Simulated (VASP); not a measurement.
Write the native input for VASP 6.6.1 that does the following.

| Quantity | Value |
| --- | --- |
| Task | single point |
| Functional | PBE |
| Potentials or basis | VASP PAW PBE potentials, release 64 (Ca_sv, O) |
| Cutoff | 520 eV |
| k mesh | 9 × 9 × 6 |
| Occupations | gaussian, width 0.05 eV |
| Spin | no spin polarisation |
| Dipole correction | no |
| Further INCAR settings | ALGO = Normal; EDIFF = 1e-06; NBANDS = 24 |

The structure of CaO lies in POSCAR:

```
CaO
1.0
    4.2447542133      0.0000000000      0.0000000000
   -2.1223771067      3.1676342760      0.0000000000
    0.0000000000      0.0000000000      4.9361256247
Ca O
2 2
Direct
    0.3333333333      0.6666666667      0.7500000000
    0.6666666667      0.3333333333      0.2500000000
    0.3333333333      0.6666666667      0.2500000000
    0.6666666667      0.3333333333      0.7500000000
```

This cell differs from its parent crystal: strain +e along x and -e along y +0.0733, strain +e along z and -e/2 along x and y +0.0267.

The input as run:

INCAR

```
SYSTEM = CaO
PREC = Accurate ; ENCUT = 520
EDIFF = 1E-6 ; ISMEAR = 0
SIGMA = 0.05 ; LREAL = .False.
LASPH = .True. ; NELM = 80
ALGO = Normal ; ISIF = 2
LWAVE = .False. ; LCHARG = .False.
GGA = PE ; NBANDS = 24
```

KPOINTS

```
regular mesh
0
Gamma
  9 9 6
  0 0 0
```

Potentials or basis: VASP PAW PBE potentials, release 64 (Ca_sv, O).

Command:

```bash
$ cat potpaw_PBE.64/Ca_sv/POTCAR potpaw_PBE.64/O/POTCAR > POTCAR
$ mpirun -np 1 vasp_std > vasp.out
```

Results of the run:

- Pressure: 2.2 GPa
- Largest force: 1.330 eV/Å
- Band gap on the k mesh: 3.30 eV, direct

Caveat: the cell differs from its parent crystal (strain +e along x and -e along y +0.0733, strain +e along z and -e/2 along x and y +0.0267); forces of over 1 eV/Å act on the atoms, so gaps and moduli don't describe the material at rest.

Wall time 2.9 min on 1 thread of Oxide Virtual Turin-like Processor, with other jobs on the host, peak memory 0.24 GiB.
